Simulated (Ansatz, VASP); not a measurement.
Ag in VASP and in Ansatz

The input INCAR:

```
ALGO = Normal ; EDIFF = 1E-6
ENCUT = 500 ; GGA = PE
GGA_COMPAT = F ; ISIF = 2
ISMEAR = 0 ; LASPH = T
LCHARG = T ; LMAXMIX = 4
LNONCOLLINEAR = T ; LORBIT = 11
LORBMOM = T ; LREAL = F
LSORBIT = T ; LVHAR = T
LWAVE = F ; MAGMOM = 0 0 0
NBANDS = 22 ; NELM = 200
PREC = Accurate ; SIGMA = 0.1579
```

The input KPOINTS:

```
k-points
0
Gamma
  7 7 7
```

The input POSCAR:

```
Ag
1.0
    0.0000000000      2.0706460000      2.0706460000
    2.0706460000      0.0000000000      2.0706460000
    2.0706460000      2.0706460000      0.0000000000
Ag
1
Direct
    0.0000000000      0.0000000000      0.0000000000
```

Input for Ansatz:

```yaml
crystal:
  lattice:
    - [0.0, 2.070646, 2.070646]
    - [2.070646, 0.0, 2.070646]
    - [2.070646, 2.070646, 0.0]
  atoms:
    - { symbol: Ag, position: [0.0, 0.0, 0.0] }
  symmetry: { tolerance: 0.0003 }
kpoints:
  mp_grid: { grid: [7, 7, 7], shift: [0, 0, 0] }
magnetization:
  noncollinear: true
  spin_orbit: true
scf:
  occupations: { method: gaussian, width: 0.1579 }
  n_extra_bands: 4
hamiltonian:
  pseudopotentials: { kind: paw_fr }
  xc: pbe
basis:
  ecutwfc: 420
output:
  forces: true
  stress: true
  eigenvalues: true
```

Alike in both runs: task single point; functional PBE; k mesh 7 × 7 × 7; occupations gaussian, width 0.1579 eV; non-collinear spin, spin-orbit coupling.

```csv
,VASP,Ansatz
version,VASP 6.6.1,Ansatz 0.2.0
potentials or method,"VASP PAW PBE potentials, release 64 (Ag), cutoff 500 eV",PAW plane waves
valence electrons in the cell,11,19
```

```csv
,VASP,Ansatz,Ansatz less VASP
pressure (GPa),-0.2,-0.1,+0.05
net moment per atom (μB),0.00,0.00,0.000
```

VASP's potentials hold 11 valence electrons a cell and Ansatz's 19, so a difference there can come from the potentials and not from the codes.

The k mesh is coarse, so the values compare programs but aren't converged.
